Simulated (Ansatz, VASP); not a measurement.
## Two plane-wave programs on ZnCu

INCAR

```
SYSTEM = ZnCu
PREC = Accurate
ENCUT = 520
EDIFF = 1E-7
ISMEAR = 0
SIGMA = 0.15
LREAL = .False.
LASPH = .True.
NELM = 80
ALGO = Fast
ISIF = 2
LWAVE = .False.
LCHARG = .False.
GGA = PS
NBANDS = 18
```

The input KPOINTS:

```
regular mesh
0
Gamma
  16 16 16
  0 0 0
```

Contents of POSCAR:

```
ZnCu
1.0
    2.9450000000      0.0000000000      0.0000000000
    0.0000000000      2.9450000000      0.0000000000
    0.0000000000      0.0000000000      2.9450000000
Zn Cu
1 1
Direct
    0.4632417061      0.4632417061      0.4632417061
    0.0000000000      0.0000000000      0.0000000000
```

Input for Ansatz:

```yaml
crystal:
  lattice:
    - [2.945, 0.0, 0.0]
    - [0.0, 2.945, 0.0]
    - [0.0, 0.0, 2.945]
  atoms:
    - { symbol: Zn, position: [0.4632417061, 0.4632417061, 0.4632417061] }
    - { symbol: Cu, position: [0.0, 0.0, 0.0] }
basis:
  ecutwfc: 420
kpoints:
  mp_grid: { grid: [16, 16, 16] }
hamiltonian:
  xc: pbesol
scf:
  occupations: { method: gaussian, width: 0.15 }
output:
  forces: true
  stress: true
  eigenvalues: true
```

Change from the starting cell: all Zn atoms moved +0.188 Å, as atom 1 towards its neighbour atom 2 (Cu) at 2.550 Å.

Alike in both runs: task single point; functional PBEsol; k mesh 16 × 16 × 16; occupations gaussian, width 0.15 eV; no spin polarisation.

|  | VASP | Ansatz |
| --- | --- | --- |
| version | VASP 6.6.1 | Ansatz 0.2.0 |
| potentials or method | VASP PAW PBE potentials, release 64 (Zn, Cu), cutoff 520 eV | scalar-relativistic, plane waves, PAW |
| valence electrons in the cell | 23 | 31 |

Ansatz gave:

| Item | Value |
| --- | --- |
| gap on the k mesh at the Fermi level (eV) | none |
| pressure (GPa) | -2.7 |
| traceless stress, the component that is largest in VASP (GPa) | 1.37 |
| rms of the force components (eV/Å) | 0.528 |

Q: Which values does VASP return?

A: gap on the k mesh at the Fermi level (eV): none; pressure (GPa): -2.3; traceless stress, the component that is largest in VASP (GPa): 1.39; rms of the force components (eV/Å): 0.536.

VASP's potentials were made for PBE, not for PBEsol. Atom by atom the forces differ by 0.008 eV/Å (rms over components). A gap of «none» marks a metal or a gap that the smearing closes. VASP's potentials hold 23 valence electrons a cell and Ansatz's 31, so a difference there can come from the potentials and not from the codes.
